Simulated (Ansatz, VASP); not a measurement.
## LiF: VASP beside Ansatz

The input INCAR:

```
SYSTEM = LiF
PREC = Accurate
ENCUT = 520
EDIFF = 1E-6
ISMEAR = 0
SIGMA = 0.05
LREAL = .False.
LASPH = .True.
NELM = 60
ALGO = Normal
ISIF = 2
LWAVE = .False.
LCHARG = .False.
GGA = PE
NBANDS = 18
```

KPOINTS

```
Automatic mesh
0
Gamma
  9 9 6
  0 0 0
```

File POSCAR:

```
LiF
1.0
    3.1955814611      0.0000000000      0.0000000000
   -1.5977907305      2.7674547252      0.0000000000
    0.0000000000      0.0000000000      4.6904744686
Li F
2 2
Direct
    0.3333333333      0.6666666667      0.3810713234
    0.6666666667      0.3333333333      0.8810713234
    0.3333333333      0.6666666667      0.9939266766
    0.6666666667      0.3333333333      0.4939266766
```

Input for Ansatz:

```yaml
crystal:
  lattice:
    - [3.1955814611, 0.0, 0.0]
    - [-1.5977907305, 2.7674547252, 0.0]
    - [0.0, 0.0, 4.6904744686]
  atoms:
    - { symbol: Li, position: [0.3333333333, 0.6666666667, 0.3810713234] }
    - { symbol: Li, position: [0.6666666667, 0.3333333333, 0.8810713234] }
    - { symbol: F, position: [0.3333333333, 0.6666666667, 0.9939266766] }
    - { symbol: F, position: [0.6666666667, 0.3333333333, 0.4939266766] }
basis:
  ecutwfc: 520.0
kpoints:
  mp_grid: { grid: [9, 9, 6] }
hamiltonian:
  xc: pbe
scf:
  occupations: { method: gaussian, width: 0.05 }
output:
  forces: true
  stress: true
  eigenvalues: true
  write_density: true
  write_potential: true
  elf: true
  volumetric_format: npy
```

Alike in both runs: task single point; functional PBE; k mesh 9 × 9 × 6; occupations gaussian, width 0.05 eV; no spin polarisation.

```csv
,VASP,Ansatz
version,VASP 6.6.1,Ansatz 0.2.0
potentials or method,"VASP PAW PBE potentials, release 64 (Li_sv, F), cutoff 520 eV","scalar-relativistic, plane waves, PAW"
valence electrons in the cell,20,20
```

VASP gave:

| Property | Result |
| --- | --- |
| gap on the k mesh at the Fermi level (eV) | 7.52 |
| least direct gap on the mesh (eV) | 7.52 |
| rms of the force components (eV/Å) | 0.157 |

Estimate Ansatz's values.

gap on the k mesh at the Fermi level (eV): 7.53; least direct gap on the mesh (eV): 7.53; rms of the force components (eV/Å): 0.149.

Atom by atom the forces differ by 0.008 eV/Å (rms over components). With one functional, cell and mesh, what is left measures potentials, basis and numerics.

Noted on VASP's run: the cutoff is short for stress, so the pressure is rough.
